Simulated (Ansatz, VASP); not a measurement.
**Se: VASP beside Ansatz**

Contents of INCAR:

```
SYSTEM = Se
PREC = Accurate ; ENCUT = 520
EDIFF = 1E-6 ; ISMEAR = -1
SIGMA = 0.03 ; LREAL = .FALSE.
LASPH = .TRUE. ; NELM = 100
ALGO = Normal ; ISIF = 2
LWAVE = .FALSE. ; LCHARG = .FALSE.
GGA = PS ; NBANDS = 16
```

KPOINTS

```
Automatic mesh
0
G
  4 4 4
  0 0 0
```

Contents of POSCAR:

```
Se
1.0
    4.3662000000      0.0000000000      0.0000000000
   -2.1831000000      3.7812401180      0.0000000000
    0.0000000000      0.0000000000      4.9536000000
Se
3
Direct
    0.7746000000      0.7746000000      0.0000000000
    0.0000000000      0.2254000000      0.6666666667
    0.2254000000      0.0000000000      0.3333333333
```

Contents of input.yaml:

```yaml
crystal:
  lattice:
    - [4.3662, 0.0, 0.0]
    - [-2.1831, 3.781240118, 0.0]
    - [0.0, 0.0, 4.9536]
  atoms:
    - { symbol: Se, position: [0.7746, 0.7746, 0.0] }
    - { symbol: Se, position: [0.0, 0.2254, 0.6666666667] }
    - { symbol: Se, position: [0.2254, 0.0, 0.3333333333] }
kpoints:
  mp_grid: { grid: [4, 4, 4] }
scf:
  occupations: { method: fermi_dirac, width: 0.03 }
hamiltonian:
  xc: pbesol
  pseudopotentials: { kind: all_electron, lapw: { basis_error: 0.002 } }
output:
  forces: true
  stress: true
  eigenvalues: true
```

Alike in both runs: task single point; functional PBEsol; k mesh 4 × 4 × 4; occupations fermi-dirac, width 0.03 eV; no spin polarisation.

```csv
,VASP,Ansatz
version,VASP 6.6.1,Ansatz 0.2.0
potentials or method,"VASP PAW PBE potentials, release 64 (Se), cutoff 520 eV","all-electron LAPW, scalar-relativistic"
```

|  | VASP | Ansatz | Ansatz less VASP |
| --- | --- | --- | --- |
| gap on the k mesh at the Fermi level (eV) | 1.13 | 1.13 | +0.006 |
| least direct gap on the mesh (eV) | 1.60 | 1.62 | +0.020 |
| pressure (GPa) | 0.4 | 0.2 | -0.19 |
| traceless stress, the component that is largest in VASP (GPa) | 1.08 | 1.00 | -0.082 |
| rms of the force components (eV/Å) | 0.193 | 0.163 | -0.0291 |

VASP's potentials were made for PBE, not for PBEsol. Atom by atom the forces differ by 0.029 eV/Å (rms over components). Ansatz ran all-electron here, and VASP with PAW potentials.
